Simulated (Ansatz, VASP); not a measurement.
# Sn3PbSe4 in VASP and in Ansatz

File INCAR:

```
PREC     = Accurate       # precision mode
ENCUT    = 500            # plane-wave cutoff, eV
EDIFF    = 1E-7           # SCF threshold, eV
ISMEAR   = 0              # smearing method
SIGMA    = 0.01           # smearing width, eV
LREAL    = False          # projectors in reciprocal space
LASPH    = True           # aspherical terms in the spheres
NELM     = 120            # most SCF steps
ALGO     = Normal         # electronic algorithm
ISIF     = 3              # what is computed and relaxed
LWAVE    = False          # write WAVECAR
LCHARG   = False          # write CHGCAR
GGA      = PE             # functional
IBRION   = 2              # ionic algorithm
NSW      = 100            # ionic steps
EDIFFG   = -0.01          # ionic threshold
GGA_COMPAT= False        
NELMIN   = 4            
KPAR     = 4
```

The input KPOINTS:

```
Automatic mesh
0
Gamma
  8 8 8
```

The input POSCAR:

```
Sn3PbSe4
1.0
   -3.0520320000      3.0520320000      6.1044420000
    3.0520320000     -3.0520320000      6.1044420000
    3.0520320000      3.0520320000     -6.1044420000
Sn Pb Se
3 1 4
Direct
    0.7500000000      0.2500000000      0.5000000000
    0.5000000000      0.5000000000      0.0000000000
    0.2500000000      0.7500000000      0.5000000000
    0.0000000000      0.0000000000      0.0000000000
    0.7464020000      0.7464020000      0.0000000000
    0.5000000000      0.0000000000      0.5000000000
    0.2535980000      0.2535980000      0.0000000000
    0.0000000000      0.5000000000      0.5000000000
```

Input for Ansatz:

```yaml
crystal:
  lattice:
    - [-3.052032, 3.052032, 6.104442]
    - [3.052032, -3.052032, 6.104442]
    - [3.052032, 3.052032, -6.104442]
  atoms:
    - { symbol: Sn, position: [0.75, 0.25, 0.5] }
    - { symbol: Sn, position: [0.5, 0.5, 0.0] }
    - { symbol: Sn, position: [0.25, 0.75, 0.5] }
    - { symbol: Pb, position: [0.0, 0.0, 0.0] }
    - { symbol: Se, position: [0.746402, 0.746402, 0.0] }
    - { symbol: Se, position: [0.5, 0.0, 0.5] }
    - { symbol: Se, position: [0.253598, 0.253598, 0.0] }
    - { symbol: Se, position: [0.0, 0.5, 0.5] }
basis:
  ecutwfc: 420
kpoints:
  mp_grid: { grid: [8, 8, 8] }
hamiltonian:
  xc: pbe
scf:
  occupations: { method: gaussian, width: 0.01 }
output:
  forces: true
  stress: true
  eigenvalues: true
relax:
  adjacent_minimum: "off"
  f_tol: 0.01
  max_steps: 80
  cell: { stress_tol: 0.05 }
```

Alike in both runs: task relaxation of cell and atoms; functional PBE; k mesh 8 × 8 × 8; occupations gaussian, width 0.01 eV; no spin polarisation.

|  | VASP | Ansatz |
| --- | --- | --- |
| version | VASP 6.6.1 | Ansatz 0.2.0 |
| potentials or method | VASP PAW PBE potentials, release 64 (Sn_d, Pb_d, Se), cutoff 500 eV | scalar-relativistic, plane waves, PAW |
| valence electrons in the cell | 80 | 120 |

|  | VASP | Ansatz | Ansatz less VASP |
| --- | --- | --- | --- |
| gap on the k mesh at the Fermi level, each at its own relaxed structure (eV) | 0.15 | 0.15 | +0.001 |
| relaxed volume (Å³/atom) | 28.43 | 28.43 | 0.000 |
| relaxed length of the cell vector where the two differ most in proportion (Å) | 7.476 | 7.476 | 0.0000 |

VASP's potentials hold 80 valence electrons a cell and Ansatz's 120, so a difference there can come from the potentials and not from the codes.

Spin-orbit coupling is off throughout. Noted on VASP's run: the relaxation stopped at its first step, so nothing moved.
